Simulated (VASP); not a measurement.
Wanted: the native input for a VASP 6.6.1 run.

```
Task                   : single point
Functional             : r2SCAN
Potentials or basis    : VASP PAW PBE potentials, release 64 (Si, C)
Cutoff                 : 520 eV
k mesh                 : 12 × 12 × 12
Occupations            : gaussian, width 0.05 eV
Spin                   : no spin polarisation
Dipole correction      : no
Further INCAR settings : ALGO = Normal; EDIFF = 1e-06; NBANDS = 11
```

The system is SiC.

```xyz
2
Lattice="0.0000 2.0001 2.0870 2.0001 0.0000 2.0870 2.0001 2.0001 0.0000" Properties=species:S:1:pos:R:3 pbc="T T T"
Si    0.0000    0.0000    0.0000
C     3.0001    3.0001    3.1306
```

This cell differs from its parent crystal: strain -0.080 along x and y, -0.040 along z.

These files were run (other wordings do the same):

POSCAR

```
SiC
1.0
    0.0000000000      2.0000800000      2.0870400000
    2.0000800000      0.0000000000      2.0870400000
    2.0000800000      2.0000800000      0.0000000000
Si C
1 1
Direct
    0.0000000000      0.0000000000      0.0000000000
    0.7500000000      0.7500000000      0.7500000000
```

INCAR.step1

```
ALGO = Normal ; EDIFF = 1E-4
ENCUT = 520 ; GGA = PE
ISMEAR = 0 ; LASPH = T
LCHARG = F ; LREAL = F
LWAVE = T ; NBANDS = 11
NELM = 80 ; PREC = Accurate
SIGMA = 0.05
```

INCAR.step2

```
ALGO = Normal ; EDIFF = 1E-6
ENCUT = 520 ; ISIF = 2
ISMEAR = 0 ; ISTART = 1
LASPH = T ; LCHARG = F
LMIXTAU = T ; LREAL = F
LWAVE = F ; METAGGA = R2SCAN
NBANDS = 11 ; NELM = 80
PREC = Accurate ; SIGMA = 0.05
```

KPOINTS

```
k-points
0
Gamma
  12 12 12
```

Potentials or basis: VASP PAW PBE potentials, release 64 (Si, C).

Command:

```console
$ cat potpaw_PBE.64/Si/POTCAR potpaw_PBE.64/C/POTCAR > POTCAR
$ cp INCAR.step1 INCAR
$ mpirun -np 1 vasp_std > vasp.out
$ cp INCAR.step2 INCAR
$ mpirun -np 1 vasp_std > vasp.out
```

Results of the run:

```yaml
Pressure: 71.9 GPa
Band_gap_on_the_k_mesh: 1.28 eV, indirect (least direct gap 5.24 eV)
```

Caveat: the cell differs from its parent crystal (strain -0.080 along x and y, -0.040 along z); the PAW data sets were made with another functional, which shifts forces and pressure a little.

Wall time 4.8 min on 1 thread of AMD EPYC 7R43 64-Core Processor (Zen 3), on a shared host, peak memory 0.12 GiB.
